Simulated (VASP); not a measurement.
Input of a VASP 6.6.1 run:

The input INCAR:

```
SYSTEM = CuBr2N2
ALGO     = Normal         ! electronic algorithm
EDIFF    = 1E-6           ! SCF threshold, eV
ENCUT    = 520            ! plane-wave cutoff, eV
GGA      = PE             ! functional
ISIF     = 2              ! what is computed and relaxed
ISMEAR   = 0              ! smearing method
ISPIN    = 2              ! spin polarisation
LASPH    = .TRUE.         ! aspherical terms in the spheres
LCHARG   = .FALSE.        ! write CHGCAR
LDAU     = .TRUE.         ! DFT+U
LDAUJ    = 0 0 0        
LDAUL    = 2 -1 -1        ! shell
LDAUPRINT= 1            
LDAUTYPE = 2            
LDAUU    = 4.1 0 0        ! U, eV
LMAXMIX  = 4              ! l up to which the mixer works
LORBIT   = 11             ! projections on sites
LREAL    = .FALSE.        ! projectors in reciprocal space
LWAVE    = .FALSE.        ! write WAVECAR
MAGMOM   = 0 0.19 0.19 1.73 1.73 ! initial moments
NBANDS   = 30             ! bands
NELM     = 150            ! most SCF steps
PREC     = Accurate       ! precision mode
SIGMA    = 0.1            ! smearing width, eV
```

File KPOINTS:

```
k-points
0
G
  1 1 1
  0 0 0
```

POSCAR

```
CuBr2N2
1.0
    3.8371950000     -3.8872890000      0.0000000000
    3.8371950000      3.8872890000      0.0000000000
   -0.7380830000      0.0000000000      3.9625100000
Cu Br N
1 2 2
Direct
    0.0000000000      0.0000000000      0.0000000000
    0.7527280000      0.7527280000      0.5777260000
    0.2472720000      0.2472720000      0.4222740000
    0.2410870000      0.7589130000      0.0000000000
    0.7589130000      0.2410870000      0.0000000000
```

Potentials or basis: VASP PAW PBE potentials, release 64 (Cu, Br, N).

Command:

```console
$ cat potpaw_PBE.64/Cu/POTCAR potpaw_PBE.64/Br/POTCAR potpaw_PBE.64/N/POTCAR > POTCAR
$ mpirun -np 1 vasp_gam > vasp.out
```

(1) What does it give for the net moment?

(2) Predict the pressure.

Results:

(1) 5.00 μB per cell.

(2) 4.4 GPa.

Caveat: the k points lie up to 1.59 Å⁻¹ apart; a cell with one magnetic atom can't hold antiferromagnetic order, which such compounds often take.
